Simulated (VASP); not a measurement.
Sc, 2 atoms in the cell. The structure is trigonal, space group R-3m (No. 166). The conventional cell has a = 4.439 Å, b = 4.439 Å, c = 10.872 Å, α = 90.00°, β = 90.00°, γ = 120.00°. Within 2.1 Å of Sc (site symmetry 3m) lie 1 Sc at 1.58 Å.  This cell differs from its parent crystal: shortest bond scaled by 0.58.

- Program: VASP 6.6.1
- Task: single point
- Functional: LDA
- Potentials or basis: VASP PAW LDA potentials, release 64 (Sc_sv)
- Cutoff: 520 eV
- k mesh: 8 × 8 × 8
- Occupations: fermi-dirac, width 0.05 eV
- Spin: no spin polarisation
- Dipole correction: no
- Further INCAR settings: ALGO = Normal; EDIFF = 1e-06; NBANDS = 18

Potentials or basis: VASP PAW LDA potentials, release 64 (Sc_sv).

Run with:

```console
$ cat potpaw_LDA.64/Sc_sv/POTCAR > POTCAR
$ mpirun -np 1 vasp_std > vasp.out
```

Hardware: 1 thread of Intel Xeon 8259CL (shared host).

Task: How long does it take, and how much memory?

Result: Wall time 100 s on 1 thread of Intel Xeon 8259CL (shared host), peak memory 0.2 GiB. Counts: scf iterations 13, k points 65.
